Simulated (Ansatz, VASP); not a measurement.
# One calculation of Cu, two programs

```
CELL_PARAMETERS angstrom
2.56651 0.00000 0.00000
0.00000 2.56651 0.00000
0.00000 0.00000 19.62960
ATOMIC_POSITIONS crystal
Cu 0.00000 0.00000 0.40995
Cu 0.50000 0.50000 0.50000
Cu 0.00000 0.00000 0.59005
```

Alike in both runs: functional PBE; k mesh 14 × 14 × 1; occupations fermi-dirac, width 0.1 eV; no spin polarisation.

Ansatz relaxed the structure, and its values are those at the end. VASP's run is a single point on that final structure, the one shown.

|  | VASP | Ansatz |
| --- | --- | --- |
| version | VASP 6.6.1 | Ansatz 0.2.0 |
| potentials or method | VASP PAW PBE potentials, release 64 (Cu) | PAW with Ansatz's default frozen-core files, scalar-relativistic |
| plane-wave cutoff (eV) | 520 | 420 |
| valence electrons in the cell | 33 | 57 |

|  | VASP | Ansatz | Ansatz less VASP |
| --- | --- | --- | --- |
| rms of the force components (eV/Å) | 0.014 | 0.002 | -0.0122 |

The functional is the same, so the differences come from potentials, cutoffs and numerics. VASP's potentials hold 33 valence electrons a cell and Ansatz's 57, so a difference there can come from the potentials and not from the codes. Ansatz's warnings: stress scf threshold loose.
